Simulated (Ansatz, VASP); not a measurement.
**One calculation of CsI, two programs**

```
CELL_PARAMETERS angstrom
4.59952 0.00000 0.00000
0.00000 4.59952 0.00000
0.00000 0.00000 4.59952
ATOMIC_POSITIONS crystal
Cs 0.00000 0.00000 0.00000
I 0.50000 0.50000 0.50000
```

Alike in both runs: functional r2SCAN; k mesh 6 × 6 × 6; occupations gaussian, width 0.02 eV; no spin polarisation.

Ansatz relaxed the structure, and its values are those at the end. VASP's run is a single point on that final structure, the one shown.

|  | VASP | Ansatz |
| --- | --- | --- |
| version | VASP 6.6.1 | Ansatz 0.2.0 |
| potentials or method | VASP PAW PBE potentials, release 64 (Cs_sv, I), cutoff 550 eV | scalar-relativistic, plane waves, PAW |
| valence electrons in the cell | 16 | 26 |

|  | VASP | Ansatz | Ansatz less VASP |
| --- | --- | --- | --- |
| gap on the k mesh at the Fermi level (eV) | 4.52 | 4.54 | +0.018 |
| least direct gap on the mesh (eV) | 4.61 | 4.63 | +0.015 |
| pressure (GPa) | 0.1 | 0.1 | -0.03 |

VASP's potentials were made for PBE, not for r2SCAN. With one functional, cell and mesh, what is left measures potentials, basis and numerics. VASP's potentials hold 16 valence electrons a cell and Ansatz's 26, so a difference there can come from the potentials and not from the codes.

Neither program's run includes spin-orbit coupling.
